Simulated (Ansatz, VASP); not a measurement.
## One calculation of SnGe7, two programs

```
Sn Ge
1.0
     5.26367    0.00000    0.00000
     0.00000    5.26367    0.00000
     0.00000    0.00000    5.98599
Sn Ge
1 7
Direct
  0.00000 0.00000 0.00000
  0.00000 0.00000 0.50000
  0.00000 0.50000 0.63809
  0.50000 0.50000 0.77318
  0.50000 0.00000 0.80828
  0.00000 0.50000 0.19172
  0.50000 0.50000 0.22682
  0.50000 0.00000 0.36191
```

Alike in both runs: functional PBE; k mesh 6 × 6 × 6; occupations gaussian, width 0.1 eV; no spin polarisation.

Ansatz relaxed the structure, and its values are those at the end. VASP's run is a single point on that final structure, the one shown.

|  | VASP | Ansatz |
| --- | --- | --- |
| version | VASP 6.6.1 | Ansatz 0.2.0 |
| potentials or method | VASP PAW PBE potentials, release 64 (Sn_d, Ge_d), cutoff 520 eV | scalar-relativistic, plane waves, PAW |
| valence electrons in the cell | 112 | 112 |

```csv
,VASP,Ansatz,Ansatz less VASP
gap on the k mesh at the Fermi level (eV),none,none,-
pressure (GPa),0.0,0.0,-0.02
```

A gap of «none» marks a metal or a gap that the smearing closes. The functional is the same, so the differences come from potentials, cutoffs and numerics.
